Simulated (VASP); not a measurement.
Here is a VASP 6.6.1 calculation.

File INCAR:

```
PREC = Accurate
ENCUT = 600
EDIFF = 1E-7
ISMEAR = -1
SIGMA = 0.05
LREAL = F
LASPH = T
NELM = 100
ALGO = Normal
ISIF = 3
LWAVE = F
LCHARG = F
GGA = PS
IVDW = 12
IBRION = 2
NSW = 60
EDIFFG = -0.01
```

The input KPOINTS:

```
Automatic mesh
0
Gamma
  10 10 10
```

Contents of POSCAR:

```
MoS2
1.0
    1.5800000000      0.9122134253      6.1500000000
   -1.5800000000      0.9122134253      6.1500000000
    0.0000000000     -1.8244268506      6.1500000000
Mo S
1 2
Direct
    0.0000000000      0.0000000000      0.0000000000
    0.4170000000      0.4170000000      0.4170000000
    0.2500000000      0.2500000000      0.2500000000
```

Potentials or basis: VASP PAW PBE potentials, release 64 (Mo_sv, S).

Launch:

```sh
$ cat potpaw_PBE.64/Mo_sv/POTCAR potpaw_PBE.64/S/POTCAR > POTCAR
$ mpirun -np 1 vasp_std > vasp.out
```

(1) Estimate the dispersion energy per atom.

(2) What does it give for the band gap on the k mesh?

(3) Predict the relaxed cell.

Answers

(1) -0.405 eV.

(2) 0.55 eV (least direct gap 2.00 eV).

(3) a = 6.067 Å, b = 6.067 Å, c = 6.067 Å, α = 29.76°, β = 29.76°, γ = 29.76°.
